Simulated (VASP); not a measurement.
Set up this calculation in VASP 6.6.1, as the native input.

| Property | Result |
| --- | --- |
| Task | single point |
| Functional | PBEsol |
| Potentials or basis | VASP PAW PBE potentials, release 64 (Ga_d, Ni) |
| Cutoff | 520 eV |
| k mesh | 14 × 14 × 14 |
| Occupations | gaussian, width 0.1 eV |
| Spin | no spin polarisation |
| Dipole correction | no |
| Further INCAR settings | ALGO = Normal; EDIFF = 1e-06; NBANDS = 18 |

The structure of GaNi lies in POSCAR:

```
GaNi
1.0
    2.8141975849      0.0000000000      0.0000000000
    0.0000000000      2.8141975849      0.0000000000
    0.0000000000      0.0000000000      2.8141975849
Ga Ni
1 1
Direct
    0.0000000000      0.0000000000      0.0000000000
    0.5000000000      0.5000000000      0.5000000000
```

This cell differs from its parent crystal: volume scaled by 0.94.

One way to write it, as run:

INCAR

```
SYSTEM = GaNi
PREC = Accurate
ENCUT = 520
EDIFF = 1E-6
ISMEAR = 0
SIGMA = 0.1
LREAL = .False.
LASPH = .True.
NELM = 60
ALGO = Normal
ISIF = 2
LWAVE = .False.
LCHARG = .True.
GGA = PS
LELF = .True.
LVHAR = .True.
NBANDS = 18
```

KPOINTS

```
Automatic mesh
0
Gamma
  14 14 14
  0 0 0
```

Potentials or basis: VASP PAW PBE potentials, release 64 (Ga_d, Ni).

Launch:

```sh
$ cat potpaw_PBE.64/Ga_d/POTCAR potpaw_PBE.64/Ni/POTCAR > POTCAR
$ mpirun -np 1 vasp_std > vasp.out
```

It gave:

* Pressure: 13.0 GPa

Caveat: the PAW data sets were made with another functional, which shifts forces and pressure a little.

Wall time 27 s on 1 thread of Intel Xeon 6975P-C (shared host), peak memory 0.18 GiB.
